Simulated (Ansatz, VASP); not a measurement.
Two plane-wave programs on YMg2CdSe

```
Y Mg Cd Se
1.0
     2.28891   -5.78705    0.00000
     2.28891    5.78705    0.00000
     0.00000    0.00000    9.89408
Y Mg Cd Se
2 4 2 2
Direct
  0.10587 0.89413 0.75000
  0.89413 0.10587 0.25000
  0.78294 0.21706 0.59340
  0.21706 0.78294 0.40660
  0.21706 0.78294 0.09340
  0.78294 0.21706 0.90660
  0.39925 0.60075 0.75000
  0.60075 0.39925 0.25000
  0.00000 0.00000 0.50000
  0.00000 0.00000 0.00000
```

Change from the starting cell: species swapped into the ErFe2SiC type (Cmcm, No. 63).

Alike in both runs: functional PBE; k mesh 8 × 8 × 4; occupations gaussian, width 0.1 eV; no spin polarisation.

Ansatz relaxed the structure, and its values are those at the end. VASP's run is a single point on that final structure, the one shown.

```csv
,VASP,Ansatz
version,VASP 6.6.1,Ansatz 0.2.0
potentials or method,"VASP PAW PBE potentials, release 64 (Y_sv, Mg, Cd, Se), cutoff 600 eV","scalar-relativistic, plane waves, PAW"
valence electrons in the cell,66,134
```

Ansatz gave:

```
gap on the k mesh at the Fermi level (eV) : none
pressure (GPa)                            : 0.0
rms of the force components (eV/Å)        : 0.003
```

Task: Which values does VASP return?

Result: gap on the k mesh at the Fermi level (eV): none; pressure (GPa): 0.0; rms of the force components (eV/Å): 0.005.

A gap of «none» marks a metal or a gap that the smearing closes. VASP's potentials hold 66 valence electrons a cell and Ansatz's 134, so a difference there can come from the potentials and not from the codes.
